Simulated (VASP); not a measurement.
PbS:

```
Pb S
1.0
     2.11266    1.21975    3.45192
    -2.11266    1.21975    3.45192
     0.00000   -2.43949    3.45192
Pb S
1 1
Direct
  0.98057 0.98057 0.98057
  0.47504 0.47504 0.47504
```

Program: VASP 6.6.1. Alike in all runs: task single point; no spin polarisation; cell as given; cutoff (eV) 520; smearing fermi-dirac 0.05 eV. Hardware: 1 thread of Intel(R) Xeon(R) Platinum 8375C CPU @ 2.90GHz (Ice Lake) (shared host).

Order these runs on this cell by their wall time, lowest first.
A. level HSE06; potentials or basis VASP PAW PBE potentials, release 64 (Pb_d, S); k mesh 4 × 4 × 4; grid for exact exchange (PRECFOCK) Normal; screening parameter 0.2079 1/Å
B. level LDA; potentials or basis VASP PAW LDA potentials, release 64 (Pb_d, S); k mesh 8 × 8 × 8
C. level PBE; potentials or basis VASP PAW PBE potentials, release 64 (Pb_d, S); k mesh 4 × 4 × 4

C (8.2 s), B (28 s), A (500 s).

Caveats: some runs use coarse meshes.
